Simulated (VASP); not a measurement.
Wanted: the native input for a VASP 6.6.1 run.

```
Task                   : single point
Functional             : r2SCAN
Dispersion             : D4
Potentials or basis    : VASP PAW PBE potentials, release 64 (Zn, S)
Cutoff                 : 520 eV
k mesh                 : 9 × 9 × 9
Occupations            : fermi-dirac, width 0.05 eV
Spin                   : no spin polarisation
Dipole correction      : no
Further INCAR settings : ALGO = Normal; EDIFF = 1e-06; NBANDS = 16
```

The system is ZnS.

```
Zn S
1.0
     0.00000    2.70200    2.70200
     2.70200    0.00000    2.70200
     2.70200    2.70200    0.00000
Zn S
1 1
Direct
  0.75000 0.75000 0.75000
  0.00000 0.00000 0.00000
```

These files were run (other wordings do the same):

POSCAR

```
ZnS
1.0
    0.0000000000      2.7020000000      2.7020000000
    2.7020000000      0.0000000000      2.7020000000
    2.7020000000      2.7020000000      0.0000000000
Zn S
1 1
Direct
    0.7500000000      0.7500000000      0.7500000000
    0.0000000000      0.0000000000      0.0000000000
```

INCAR.step1

```
SYSTEM = ZnS
PREC = Accurate ; ENCUT = 520
ISMEAR = -1 ; SIGMA = 0.05
LREAL = .FALSE. ; LASPH = .TRUE.
NELM = 100 ; NBANDS = 16
GGA = PE ; ALGO = Normal
EDIFF = 1E-4 ; LWAVE = .TRUE.
LCHARG = .FALSE.
```

INCAR.step2

```
SYSTEM = ZnS
PREC = Accurate ; ENCUT = 520
EDIFF = 1E-6 ; ISMEAR = -1
SIGMA = 0.05 ; LREAL = .FALSE.
LASPH = .TRUE. ; NELM = 100
ALGO = Normal ; ISIF = 2
LWAVE = .FALSE. ; LCHARG = .TRUE.
METAGGA = R2SCAN ; LMIXTAU = .TRUE.
IVDW = 13 ; VDW_S6 = 1.0
VDW_S8 = 0.6018749 ; VDW_A1 = 0.51559235
VDW_A2 = 5.77342911 ; LELF = .TRUE.
LVHAR = .TRUE. ; NBANDS = 16
ISTART = 1
```

KPOINTS

```
Automatic mesh
0
G
  9 9 9
  0 0 0
```

Potentials or basis: VASP PAW PBE potentials, release 64 (Zn, S).

Run with:

```bash
$ cat potpaw_PBE.64/Zn/POTCAR potpaw_PBE.64/S/POTCAR > POTCAR
$ cp INCAR.step1 INCAR
$ mpirun -np 1 vasp_std > vasp.out
$ cp INCAR.step2 INCAR
$ mpirun -np 1 vasp_std > vasp.out
```

Results of the run:

```yaml
Pressure: -1.5 GPa
Band_gap_on_the_k_mesh: 2.67 eV, direct
Dispersion_energy_per_atom: -0.115 eV
```

Caveat: the PAW data sets were made with another functional, which shifts forces and pressure a little.

Run time: 67 s on 1 thread of Intel(R) Xeon(R) Platinum 8259CL CPU @ 2.50GHz (Skylake/Cascade Lake), with other jobs on the host, peak memory 0.17 GiB.
